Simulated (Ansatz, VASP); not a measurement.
Two plane-wave programs on Cd3SeS2

```
Cd Se S
1.0
     4.25230    0.00000    0.00000
    -2.12615    3.68260    0.00000
     0.00000    0.00000   10.42849
Cd Se S
3 1 2
Direct
  0.00000 0.00000 0.99097
  0.33333 0.66667 0.66659
  0.66667 0.33333 0.34292
  0.00000 0.00000 0.24786
  0.33333 0.66667 0.91300
  0.66667 0.33333 0.58866
```

Alike in both runs: task single point; functional PBE; k mesh 6 × 6 × 4; occupations gaussian, width 0.02 eV; no spin polarisation.

```csv
,VASP,Ansatz
version,VASP 6.6.1,Ansatz 0.2.0
potentials or method,"VASP PAW PBE potentials, release 64 (Cd, Se, S), cutoff 520 eV","scalar-relativistic, plane waves, PAW"
valence electrons in the cell,54,88
```

|  | VASP | Ansatz | Ansatz less VASP |
| --- | --- | --- | --- |
| gap on the k mesh at the Fermi level (eV) | 0.66 | 0.66 | +0.001 |
| least direct gap on the mesh (eV) | 0.66 | 0.66 | +0.001 |

With one functional, cell and mesh, what is left measures potentials, basis and numerics. VASP's potentials hold 54 valence electrons a cell and Ansatz's 88, so a difference there can come from the potentials and not from the codes.
